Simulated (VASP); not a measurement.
# SnO2 (P4_2/mnm) in VASP: further runs

SnO2 is run at these levels: PBE; tasks: single point.

Program: VASP 6.6.1. These are calculated values, not measurements. Logs are shortened: lines on timing, memory, paths and dates and some standing lists are left out, and cuts for length are marked.

## Step 1: The cell of the first run

The structure is tetragonal, space group P4_2/mnm (No. 136). Conventional cell: a = 4.827 Å, b = 4.827 Å, c = 3.238 Å, α = 90.00°, β = 90.00°, γ = 90.00°. Within 2.8 Å of Sn (site symmetry mmm) lie 6 O at 2.09 Å. O (site symmetry m2m) has 3 Sn at 2.09 Å and 1 O at 2.64 Å within 2.8 Å.

## Step 2: Single point, PBE

INCAR

```
ALGO = Normal
EDIFF = 1E-7
ENCUT = 520
GGA = PE
ISIF = 2
ISMEAR = 0
LASPH = True
LCHARG = False
LREAL = False
LWAVE = False
NBANDS = 64
NELM = 100
PREC = Accurate
SIGMA = 0.1
```

KPOINTS

```
k-points
0
Gamma
  8 8 8
```

POSCAR

```
SnO2
1.0
    0.0000000000      4.8271903441     -3.2381522489
    0.0000000000     -4.8271903441     -3.2381522489
   -4.8271903441      0.0000000000      3.2381522489
Sn O
4 8
Direct
    0.2500000000      0.7500000000      0.5000000000
    0.7500000000      0.2500000000      0.5000000000
    0.0000000000      0.0000000000      0.0000000000
    0.5000000000      0.5000000000      0.0000000000
    0.5565765233      0.7500000000      0.8065765233
    0.0565765233      0.2500000000      0.8065765233
    0.9434234767      0.7500000000      0.1934234767
    0.4434234767      0.2500000000      0.1934234767
    0.5000000000      0.1934234767      0.6934234767
    0.0000000000      0.6934234767      0.6934234767
    0.5000000000      0.8065765233      0.3065765233
    0.0000000000      0.3065765233      0.3065765233
```

Potentials or basis: VASP PAW PBE potentials, release 64 (Sn_d, O).

Command:

```console
$ cat potpaw_PBE.64/Sn_d/POTCAR potpaw_PBE.64/O/POTCAR > POTCAR
$ mpirun -np 1 vasp_std > vasp.out
```

OUTCAR:

```text
EDIFF = 1E-7
   ENCUT = 520
   GGA = PE
   ISIF = 2
   ISMEAR = 0
   LASPH = True
   LREAL = False
   NELM = 100
   PREC = Accurate

 ion  position               nearest neighbor table
   1  0.250  0.750  0.500-  10 2.09  11 2.09   9 2.09  12 2.09   5 2.09   7 2.09   2 3.24   2 3.24

   2  0.750  0.250  0.500-   9 2.09  12 2.09  11 2.09  10 2.09   6 2.09   8 2.09   1 3.24   1 3.24

   3  0.000  0.000  0.000-   6 2.09   7 2.09   5 2.09   8 2.09  10 2.09  12 2.09   4 3.24   4 3.24

   4  0.500  0.500  0.000-   5 2.09   8 2.09   7 2.09   6 2.09   9 2.09  11 2.09   3 3.24   3 3.24

   5  0.557  0.750  0.807-   4 2.09   3 2.09   1 2.09
   6  0.057  0.250  0.807-   3 2.09   4 2.09   2 2.09
   7  0.943  0.750  0.193-   3 2.09   4 2.09   1 2.09
   8  0.443  0.250  0.193-   4 2.09   3 2.09   2 2.09
   9  0.500  0.193  0.693-   2 2.09   1 2.09   4 2.09
  10  0.000  0.693  0.693-   1 2.09   2 2.09   3 2.09
  11  0.500  0.807  0.307-   1 2.09   2 2.09   4 2.09
  12  0.000  0.307  0.307-   2 2.09   1 2.09   3 2.09

  LATTYP: Found a body centered tetragonal cell.
 ALAT       =     6.8266780528
 C/A-ratio  =     0.9486758344

  Lattice vectors:

 A1 = (   0.0000000000,   4.8271903441,  -3.2381522489)
 A2 = (   0.0000000000,  -4.8271903441,  -3.2381522489)
 A3 = (  -4.8271903441,   0.0000000000,   3.2381522489)

Analysis of symmetry for initial positions (statically):
=====================================================================
 Subroutine PRICEL returns following result:

  LATTYP: Found a simple tetragonal cell.
 ALAT       =     4.8271903441
 C/A-ratio  =     0.6708151156

  Lattice vectors:

 A1 = (   0.0000000000,  -4.8271903441,   0.0000000000)
 A2 = (  -4.8271903441,   0.0000000000,   0.0000000000)
 A3 = (   0.0000000000,   0.0000000000,  -3.2381522489)

   2 primitive cells build up your supercell.

 Routine SETGRP: Setting up the symmetry group for a
 body centered tetragonal supercell.

 Subroutine GETGRP returns: Found 16 space group operations
 (whereof  8 operations were pure point group operations)
 out of a pool of 16 trial point group operations.

The static configuration has the point symmetry D_2h.
 The point group associated with its full space group is D_4h.

[... 138 lines left out ...]
   ISIF   =      2    stress and relaxation
   ISYM   =      2    0-nonsym 1-usesym 2-fastsym
   POTIM  = 0.5000    time-step for ionic-motion
   TEBEG  =    0.0;   TEEND  =   0.0 temperature during run
   PSTRESS=    0.0 pullay stress
   NELECT =     104.0000    total number of electrons
   NUPDOWN=      -1.0000    fix difference up-down
   EMIN   =  10.00;   EMAX   =-10.00  energy-range for DOS
   EFERMI =   0.00;   METHOD = LEGACY
   ISMEAR =     0;   SIGMA  =   0.10  broadening in eV -4-tet -1-fermi 0-gaus
   EFERMI_NEDOS =   21; number of points for ismear=-14 and -15
   IALGO  =     38    algorithm
   IMIX   =      4    mixing-type and parameters
     AMIX     =   0.40;   BMIX     =  1.00
     AMIX_MAG =   1.60;   BMIX_MAG =  1.00
  volume/ion in A,a.u.               =      12.58        84.87
  Fermi-wavevector in a.u.,A,eV,Ry     =   1.446041  2.732621 28.450248  2.091034
  Thomas-Fermi vector in A             =   2.564154
   LORBIT       =      0    0 simple, 1 ext, 2 COOP (PROOUT), +10 PAW based schemes
   GGA     = PE    functional components
   LHFCALC =     F    Hartree Fock is set to
   AEXX    =    0.0000 exact exchange contribution
   IVDW    =     0    specifies the selected vdW correction
   LEPSILON=     F    determine dielectric tensor
   LRPA    =     F    only Hartree local field effects (RPA)
 non-spin polarized calculation
 Gauss-broadening in eV      SIGMA  =   0.10
  energy-cutoff  :      520.00
  volume of cell :      150.91
 maximum number of plane-waves:      4100
 NGX is ok and might be reduce to    48

 number of electron     103.9999997 magnetization

 Free energy of the ion-electron system (eV)
  ---------------------------------------------------
  ext. energy  EPLUGINS =         0.00000000
  ---------------------------------------------------
  free energy    TOTEN  =       -74.62257319 eV

  energy without entropy =      -74.62257319  energy(sigma->0) =      -74.62257319

 E-fermi :   5.8678     XC(G=0): -10.9765

 val. band max:        5.5323619553   @ k =   0.0000   0.0000   0.0000
 cond. band min:       6.2021621982   @ k =   0.0000   0.0000   0.0000
 fundamental gap:      0.6698002429
 Fermi energy:         5.8677843085

 k-point     1 :       0.0000    0.0000    0.0000
  band No.  band energies     occupation
      1     -15.5031      2.00000
      2     -15.2971      2.00000
      3     -15.2971      2.00000
      4     -14.8773      2.00000
      5     -14.8773      2.00000
      6     -14.8385      2.00000
[... 1597 lines left out ...]
     63      15.3194      0.00000
     64      15.3194      0.00000

 [... further k-points ...]

------------------------ aborting loop because EDIFF is reached ----------------------------------------

  FORCE on cell =-STRESS in cart. coord.  units (eV):
  Direction    XX          YY          ZZ          XY          YZ          ZX
  --------------------------------------------------------------------------------------
  -------------------------------------------------------------------------------------
  Total        0.4952242      0.4952242      0.7682989      0.0000000      0.0000000      0.0000000
  in kB        5.2577066      5.2577066      8.1568915      0.0000000      0.0000000      0.0000000
  external PRESSURE =       6.2241016 kB  Pullay stress =       0.0000000 kB

 VOLUME and BASIS-vectors are now :
 -----------------------------------------------------------------------------
  energy-cutoff  :      520.00
  volume of cell :      150.91
      direct lattice vectors                 reciprocal lattice vectors
     0.000000000  4.827190344 -3.238152249    -0.103579922  0.103579922 -0.154409046
     0.000000000 -4.827190344 -3.238152249    -0.103579922 -0.103579922 -0.154409046
    -4.827190344  0.000000000  3.238152249    -0.207159844  0.000000000  0.000000000

 POSITION                                       TOTAL-FORCE (eV/Angst)
 -----------------------------------------------------------------------------------
     -2.41360     -2.41360     -1.61908         0.000000     -0.000000      0.000000
     -2.41360      2.41360     -1.61908         0.000000      0.000000     -0.000000
      0.00000      0.00000      0.00000         0.000000      0.000000     -0.000000
      0.00000      0.00000     -3.23815        -0.000000      0.000000     -0.000000
     -3.89350     -0.93369     -1.61908         0.011835     -0.011835     -0.000000
     -3.89350     -0.93369      1.61908         0.011835     -0.011835     -0.000000
     -0.93369      0.93369     -4.85723        -0.011835      0.011835      0.000000
     -0.93369      0.93369     -1.61908        -0.011835      0.011835      0.000000
     -3.34729      1.47990      0.00000        -0.011835     -0.011835      0.000000
     -3.34729     -3.34729      0.00000        -0.011835     -0.011835      0.000000
     -1.47990     -1.47990     -3.23815         0.011835      0.011835     -0.000000
     -1.47990     -1.47990      0.00000         0.011835      0.011835     -0.000000
 -----------------------------------------------------------------------------------
    total drift:                                0.000000     -0.000000     -0.000000

  FREE ENERGIE OF THE ION-ELECTRON SYSTEM (eV)
  ---------------------------------------------------
  free  energy   TOTEN  =       -74.6225731917 eV

  energy  without entropy=      -74.6225731886  energy(sigma->0) =      -74.62257319
```

stdout:

```text
POSCAR found type information on POSCAR SnO
 POSCAR found :  2 types and      12 ions
 scaLAPACK will be used
 LDA part: xc-table for (Slater+PW92), standard interpolation
 POSCAR, INCAR and KPOINTS ok, starting setup
 FFT: planning ... GRIDC
 FFT: planning ... GRID_SOFT
 FFT: planning ... GRID
 WAVECAR not read
 entering main loop
```

It took 9.8 min on 1 thread of Intel Xeon Platinum 8488C (Sapphire Rapids), shared host; peak memory 0.57 GiB.

What came out:

| Quantity | Value |
| --- | --- |
| Free energy | -74.6226 eV |
| Pressure | 0.6 GPa |
| Largest force | 0.017 eV/Å |
| Band gap on the k mesh | 0.67 eV |

Forces in eV/Å, atoms in the order of the input:
```
Sn   0.000  0.000  0.000
Sn   0.000  0.000  0.000
Sn   0.000  0.000  0.000
Sn   0.000  0.000  0.000
O    0.012 -0.012  0.000
O    0.012 -0.012  0.000
O   -0.012  0.012  0.000
O   -0.012  0.012  0.000
O   -0.012 -0.012  0.000
O   -0.012 -0.012  0.000
O    0.012  0.012  0.000
O    0.012  0.012  0.000
```

Levels at points of the mesh, in eV from the valence-band top:
```
           k point  band 50  band 51  band 52  band 53  band 54  band 55
(0.00, 0.00, 0.00)    -0.74    -0.74     0.00     0.67     4.35     4.35
(0.50, 0.00, 0.00)    -0.81    -0.49    -0.49     4.01     4.01     5.61
(0.50, 0.50, 0.00)    -0.75    -0.61    -0.61     3.88     3.88     5.85
(0.50, 0.50, 0.50)    -1.18    -0.85    -0.85     4.27     4.27     5.59
```

Caveat: semilocal functionals underestimate gaps, and a narrow one can read as zero; spin-orbit coupling is left out, which moves the levels of the heavy elements.

## Step 3: Single point, PBE

This run uses another cell than the first one: it holds 6 atoms, not 12.

INCAR

```
SYSTEM = SnO2
PREC = Accurate ; ENCUT = 520
EDIFF = 1E-7 ; ISMEAR = 0
SIGMA = 0.02 ; LREAL = .FALSE.
LASPH = .TRUE. ; NELM = 80
ALGO = Normal ; ISIF = 2
LWAVE = .FALSE. ; LCHARG = .FALSE.
GGA = PE ; NBANDS = 35
```

KPOINTS

```
Automatic mesh
0
G
  6 6 8
  0 0 0
```

POSCAR

```
SnO2
1.0
    4.6130822506      0.0000000000      0.0000000000
    0.0000000000      4.6130822506      0.0000000000
    0.0000000000      0.0000000000      3.1729244516
Sn O
2 4
Direct
    0.5000000000      0.5000000000      0.5000000000
    0.0000000000      0.0000000000      0.0000000000
    0.1947067631      0.8052932369      0.5000000000
    0.8052932369      0.1947067631      0.5000000000
    0.3052932369      0.3052932369      0.0000000000
    0.6947067631      0.6947067631      0.0000000000
```

Potentials or basis: VASP PAW PBE potentials, release 64 (Sn_d, O).

Command:

```console
$ cat potpaw_PBE.64/Sn_d/POTCAR potpaw_PBE.64/O/POTCAR > POTCAR
$ mpirun -np 1 vasp_std > vasp.out
```

Wall time 3.1 min (1 thread of Intel Xeon 8259CL, shared host); peak memory 0.23 GiB.

The run converged. Its results:

```yaml
Free_energy: -36.7134 eV
Pressure: 25.8 GPa
Largest_force: 0.014 eV/Å
Band_gap_on_the_k_mesh: 1.87 eV
```

Forces on the atoms (eV/Å):
```
Sn   0.000  0.000  0.000
Sn   0.000  0.000  0.000
O    0.010 -0.010  0.000
O   -0.010  0.010  0.000
O   -0.010 -0.010  0.000
O    0.010  0.010  0.000
```

Stress tensor (GPa, compression positive):
```
25.71  0.00  0.00
 0.00 25.71  0.00
 0.00  0.00 26.06
```

Levels at points of the mesh, in eV from the valence-band top:
```csv
k point,band 22,band 23,band 24,band 25,band 26,band 27,band 28,band 29,band 30,band 31
"(0.00, 0.00, 0.00)",-1.25,-1.25,-0.81,-0.81,0.00,1.87,6.49,6.49,6.54,10.79
"(0.50, 0.00, 0.00)",-2.04,-1.21,-1.21,-0.64,-0.64,5.07,5.07,7.30,7.30,11.81
"(0.50, 0.50, 0.00)",-2.15,-1.34,-1.34,-0.91,-0.91,5.48,5.48,7.88,7.88,11.75
"(0.00, 0.00, 0.50)",-2.67,-1.83,-1.83,-1.33,-1.33,6.87,6.87,10.25,10.25,10.90
"(0.50, 0.00, 0.50)",-1.81,-1.18,-1.18,-0.58,-0.58,7.20,7.20,8.68,8.68,11.40
"(0.50, 0.50, 0.50)",-2.25,-0.98,-0.98,-0.87,-0.87,5.46,5.46,9.24,9.24,11.41
```

Caveat: the cell stands under pressure; spin-orbit coupling is left out, which moves the levels of the heavy elements.
